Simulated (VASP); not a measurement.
# CuAu (P4/mmm) in VASP: a series of runs

CuAu is run at these levels: PBEsol; tasks: electric field gradients.

All numbers are computed with VASP 6.6.1; they aren't measurements. Logs are shortened: lines on timing, memory, paths and dates and some standing lists are left out, and cuts for length are marked.

### 1 The cell of the first run

It takes space group P4/mmm (No. 123, tetragonal). Conventional cell: a = 2.762 Å, b = 2.762 Å, c = 3.620 Å, α = 90.00°, β = 90.00°, γ = 90.00°. Within 3.7 Å of Cu (site symmetry 4/mmm) lie 8 Au at 2.66 Å and 6 Cu at 2.76 to 3.62 Å. Au (site symmetry 4/mmm) has 8 Cu at 2.66 Å and 6 Au at 2.76 to 3.62 Å within 3.7 Å.

### 2 Electric field gradients, PBEsol (13.81 Å³/atom)

File INCAR:

```
PREC = Accurate
ENCUT = 520
EDIFF = 1E-8
ISMEAR = -1
SIGMA = 0.05
LREAL = F
LASPH = T
NELM = 100
ALGO = Normal
ISIF = 2
LWAVE = F
LCHARG = F
GGA = PS
LEFG = T
NBANDS = 18
```

File KPOINTS:

```
regular mesh
0
Gamma
  13 13 10
```

File POSCAR:

```
CuAu
1.0
    2.7621575232      0.0000000000      0.0000000000
    0.0000000000      2.7621575232      0.0000000000
    0.0000000000      0.0000000000      3.6203993251
Cu Au
1 1
Direct
    0.5000000000      0.5000000000      0.5000000000
    0.0000000000      0.0000000000      0.0000000000
```

Potentials or basis: VASP PAW PBE potentials, release 64 (Cu, Au).

On the command line:

```
> cat potpaw_PBE.64/Cu/POTCAR potpaw_PBE.64/Au/POTCAR > POTCAR
> mpirun -np 1 vasp_std > vasp.out
```

OUTCAR:

```text
PREC = Accurate
   ENCUT = 520
   EDIFF = 1E-8
   ISMEAR = -1
   LREAL = F
   LASPH = T
   NELM = 100
   ISIF = 2
   GGA = PS

 ion  position               nearest neighbor table
   1  0.500  0.500  0.500-   2 2.66   2 2.66   2 2.66   2 2.66   2 2.66   2 2.66   2 2.66   2 2.66

   2  0.000  0.000  0.000-   1 2.66   1 2.66   1 2.66   1 2.66   1 2.66   1 2.66   1 2.66   1 2.66

  LATTYP: Found a simple tetragonal cell.
 ALAT       =     2.7621575232
 C/A-ratio  =     1.3107142857

  Lattice vectors:

 A1 = (   2.7621575232,   0.0000000000,   0.0000000000)
 A2 = (   0.0000000000,   2.7621575232,   0.0000000000)
 A3 = (   0.0000000000,   0.0000000000,   3.6203993251)

Analysis of symmetry for initial positions (statically):
=====================================================================
 Subroutine PRICEL returns:
 Original cell was already a primitive cell.

 Routine SETGRP: Setting up the symmetry group for a
 simple tetragonal supercell.

 Subroutine GETGRP returns: Found 16 space group operations
 (whereof 16 operations were pure point group operations)
 out of a pool of 16 trial point group operations.

The static configuration has the point symmetry D_4h.

Analysis of symmetry for dynamics (positions and initial velocities):
=====================================================================
 Subroutine PRICEL returns:
 Original cell was already a primitive cell.

 Routine SETGRP: Setting up the symmetry group for a
 simple tetragonal supercell.

 Subroutine GETGRP returns: Found 16 space group operations
 (whereof 16 operations were pure point group operations)
 out of a pool of 16 trial point group operations.

The dynamic configuration has the point symmetry D_4h.

 Subroutine INISYM returns: Found 16 space group operations
 (whereof 16 operations are pure point group operations),
 and found     1 'primitive' translations

----------------------------------------------------------------------------------------

                                     Primitive cell

  volume of cell :      27.6219

  direct lattice vectors                    reciprocal lattice vectors
     2.762157523  0.000000000  0.000000000     0.362035833  0.000000000  0.000000000
     0.000000000  2.762157523  0.000000000     0.000000000  0.362035833  0.000000000
     0.000000000  0.000000000  3.620399325     0.000000000  0.000000000  0.276212625

  length of vectors
     2.762157523  2.762157523  3.620399325     0.362035833  0.362035833  0.276212625

  position of ions in fractional coordinates (direct lattice)
     0.500000000  0.500000000  0.500000000
     0.000000000  0.000000000  0.000000000

  ion indices of the primitive-cell ions
   primitive index   ion index
                 1           1
                 2           2

----------------------------------------------------------------------------------------

 KPOINTS: regular mesh

Automatic generation of k-mesh.
 Grid dimensions read from file:
 generate k-points for:   13   13   10

 Generating k-lattice:

  Cartesian coordinates                     Fractional coordinates (reciprocal lattice)
     0.027848910  0.000000000  0.000000000     0.076923077  0.000000000  0.000000000
     0.000000000  0.027848910  0.000000000     0.000000000  0.076923077  0.000000000
     0.000000000  0.000000000  0.027621262     0.000000000  0.000000000  0.100000000

  Length of vectors
     0.027848910  0.027848910  0.027621262

  Shift w.r.t. Gamma in fractional coordinates (k-lattice)
     0.000000000  0.000000000  0.000000000

 Subroutine IBZKPT returns following result:
 ===========================================

 Found    168 irreducible k-points:

 Following reciprocal coordinates:
            Coordinates               Weight
  0.000000  0.000000  0.000000      1.000000
  0.076923  0.000000  0.000000      4.000000
  0.153846  0.000000  0.000000      4.000000
  0.230769  0.000000  0.000000      4.000000
  0.307692  0.000000  0.000000      4.000000
  0.384615  0.000000  0.000000      4.000000
[... 16 lines left out ...]
  0.307692  0.307692  0.000000      4.000000
  0.384615  0.307692  0.000000      8.000000
 [... further k-points ...]
   k-points           NKPTS =    168   k-points in BZ     NKDIM =    168   number of bands    NBANDS=     18
   number of dos      NEDOS =    301   number of ions     NIONS =      2
   total plane-waves  NPLWV =  16128
   dimension x,y,z NGX =    24 NGY =   24 NGZ =   28
   dimension x,y,z NGXF=    48 NGYF=   48 NGZF=   56
   ions per type =               1   1
   NGX,Y,Z   is equivalent  to a cutoff of  14.44, 14.44, 12.86 a.u.
   NGXF,Y,Z  is equivalent  to a cutoff of  28.89, 28.89, 25.71 a.u.
 SYSTEM =  unknown system
   PREC   = accura    normal or accurate (medium, high low for compatibility)
   ISTART =      0    job   : 0-new  1-cont  2-samecut
   ICHARG =      2    charge: 1-file 2-atom 10-const
   ISPIN  =      1    spin polarized calculation?
   LNONCOLLINEAR =      F non collinear calculations
   LSORBIT =      F    spin-orbit coupling
   LASPH  =      T    aspherical Exc in radial PAW
   ENCUT  =  520.0 eV  38.22 Ry    6.18 a.u.   5.14  5.14  6.73*2*pi/ulx,y,z
   NELM   =    100;   NELMIN=  2; NELMDL= -5     # of ELM steps
   EDIFF  = 0.1E-07   stopping-criterion for ELM
   LREAL  =      F    real-space projection
   EDIFFG = 0.1E-06   stopping-criterion for IOM
   NSW    =      0    number of steps for IOM
   IBRION =     -1    ionic relax: 0-MD 1-quasi-New 2-CG
   NFREE  =      0    steps in history (QN), initial steepest desc. (CG)
   ISIF   =      2    stress and relaxation
   ISYM   =      2    0-nonsym 1-usesym 2-fastsym
   POTIM  = 0.5000    time-step for ionic-motion
   TEBEG  =    0.0;   TEEND  =   0.0 temperature during run
   PSTRESS=    0.0 pullay stress
   NELECT =      22.0000    total number of electrons
   NUPDOWN=      -1.0000    fix difference up-down
   EMIN   =  10.00;   EMAX   =-10.00  energy-range for DOS
   EFERMI =   0.00;   METHOD = LEGACY
   ISMEAR =    -1;   SIGMA  =   0.05  broadening in eV -4-tet -1-fermi 0-gaus
   EFERMI_NEDOS =   21; number of points for ismear=-14 and -15
   IALGO  =     38    algorithm
   IMIX   =      4    mixing-type and parameters
     AMIX     =   0.40;   BMIX     =  1.00
     AMIX_MAG =   1.60;   BMIX_MAG =  1.00
  volume/ion in A,a.u.               =      13.81        93.20
  Fermi-wavevector in a.u.,A,eV,Ry     =   1.517509  2.867676 31.331952  2.302834
  Thomas-Fermi vector in A             =   2.626755
   LORBIT       =      0    0 simple, 1 ext, 2 COOP (PROOUT), +10 PAW based schemes
   GGA     = PS    functional components
   LHFCALC =     F    Hartree Fock is set to
   AEXX    =    0.0000 exact exchange contribution
   IVDW    =     0    specifies the selected vdW correction
   LEPSILON=     F    determine dielectric tensor
   LRPA    =     F    only Hartree local field effects (RPA)
 non-spin polarized calculation
  energy-cutoff  :      520.00
  volume of cell :       27.62
 maximum number of plane-waves:       758
 NGX is ok and might be reduce to    24
   NGX = 11   NGY = 11   NGZ = 13

 number of electron      22.0000002 magnetization

 Free energy of the ion-electron system (eV)
  ---------------------------------------------------
  ext. energy  EPLUGINS =         0.00000000
  ---------------------------------------------------
  free energy    TOTEN  =        -8.34418705 eV

  energy without entropy =       -8.33973613  energy(sigma->0) =       -8.34196159

 E-fermi :   9.3569     XC(G=0): -13.1458

 val. band max:        9.3495047674   @ k =   0.4615   0.1538   0.4000
 cond. band min:       9.3718056163   @ k =   0.4615   0.0769   0.4000
 fundamental gap:      0.0223008489
 Fermi energy:         9.3569351650

 k-point     1 :       0.0000    0.0000    0.0000
  band No.  band energies     occupation
      1      -0.9882      2.00000
      2       2.2931      2.00000
      3       2.4652      2.00000
      4       5.0751      2.00000
      5       5.0751      2.00000
      6       6.2410      2.00000
[... 10 lines left out ...]
     17      26.7563      0.00000
     18      26.8379      0.00000
[... 463 lines left out ...]
 k-point    24 :       0.3846    0.3077    0.0000
  band No.  band energies     occupation
      1       2.3354      2.00000
      2       3.3216      2.00000
      3       3.4417      2.00000
      4       3.7407      2.00000
      5       5.2381      2.00000
      6       6.4191      2.00000
[... 10 lines left out ...]
     17      22.8090      0.00000
     18      22.9970      0.00000

 [... further k-points ...]

------------------------ aborting loop because EDIFF is reached ----------------------------------------

  FORCE on cell =-STRESS in cart. coord.  units (eV):
  Direction    XX          YY          ZZ          XY          YZ          ZX
  --------------------------------------------------------------------------------------
  -------------------------------------------------------------------------------------
  Total        0.9242576      0.9242576      0.9363294      0.0000000      0.0000000      0.0000000
  in kB       53.6105472     53.6105472     54.3107613      0.0000000      0.0000000      0.0000000
  external PRESSURE =      53.8439519 kB  Pullay stress =       0.0000000 kB

 VOLUME and BASIS-vectors are now :
 -----------------------------------------------------------------------------
  energy-cutoff  :      520.00
  volume of cell :       27.62
      direct lattice vectors                 reciprocal lattice vectors
     2.762157523  0.000000000  0.000000000     0.362035833  0.000000000  0.000000000
     0.000000000  2.762157523  0.000000000     0.000000000  0.362035833  0.000000000
     0.000000000  0.000000000  3.620399325     0.000000000  0.000000000  0.276212625

 POSITION                                       TOTAL-FORCE (eV/Angst)
 -----------------------------------------------------------------------------------
      1.38108      1.38108      1.81020         0.000000      0.000000      0.000000
      0.00000      0.00000      0.00000         0.000000      0.000000      0.000000
 -----------------------------------------------------------------------------------
    total drift:                                0.000000      0.000000     -0.000000

  FREE ENERGIE OF THE ION-ELECTRON SYSTEM (eV)
  ---------------------------------------------------
  free  energy   TOTEN  =        -8.3441870470 eV

  energy  without entropy=       -8.3397361311  energy(sigma->0) =       -8.34196159

 Electric field gradients (V/A^2)
---------------------------------------------------------------------
 ion       V_xx      V_yy      V_zz      V_xy      V_xz      V_yz
---------------------------------------------------------------------
   1       7.355     7.355   -14.711    -0.000    -0.000    -0.000
   2     -45.008   -45.008    90.016    -0.000    -0.000    -0.000
---------------------------------------------------------------------

 Electric field gradients after diagonalization (V/A^2)
 (convention: |V_zz| > |V_xx| > |V_yy|)
----------------------------------------------------------------------
 ion       V_xx      V_yy      V_zz     asymmetry (V_yy - V_xx)/ V_zz
----------------------------------------------------------------------
   1       7.355     7.355   -14.711       0.000
   2     -45.008   -45.008    90.016       0.000
----------------------------------------------------------------------

           NMR quadrupolar parameters

 Cq : quadrupolar parameter    Cq=e*Q*V_zz/h
 eta: asymmetry parameters     (V_yy - V_xx)/ V_zz
 Q  : nuclear electric quadrupole moment in mb (millibarn)
----------------------------------------------------------------------
 ion       Cq(MHz)       eta       Q (mb)
----------------------------------------------------------------------
   1      -0.036       0.000       1.000
   2       0.218       0.000       1.000
----------------------------------------------------------------------
```

It took 83 s on 1 thread of Intel Xeon 8259CL, shared host; peak memory 0.22 GiB.

Results:

```
Free energy                             : -8.3442 eV
Pressure                                : 5.4 GPa
Band gap on the k mesh                  : zero (bands 11 and 12 overlap by 6.66 eV)
Largest electric field gradient by atom : Cu -14.7; Au +90.0 V/Å²
```

Levels at points of the mesh, in eV from the Fermi level:
```
           k point  band 8  band 9  band 10  band 11  band 12  band 13  band 14  band 15
(0.00, 0.00, 0.00)   -2.23   -1.74    -1.50    -1.50     1.98     8.49    10.18    10.18
(0.00, 0.00, 0.50)   -2.82   -2.49    -2.47    -2.47    -2.08    14.54    14.93    14.93
```

Electric field gradients, principal values (V/Å²):
```
atom    least   middle  greatest (by size)
1 Cu    7.355    7.355             -14.711
2 Au  -45.008  -45.008              90.016
```

Caveat: the cell stands under pressure; without QUAD_EFG the Cq values of the log hold for a quadrupole moment of 1 mb, not for the nuclei; the PAW data sets were made with another functional, which shifts forces and pressure a little; spin-orbit coupling is left out, which moves the levels of the heavy elements.

[end of part 1 of 2]
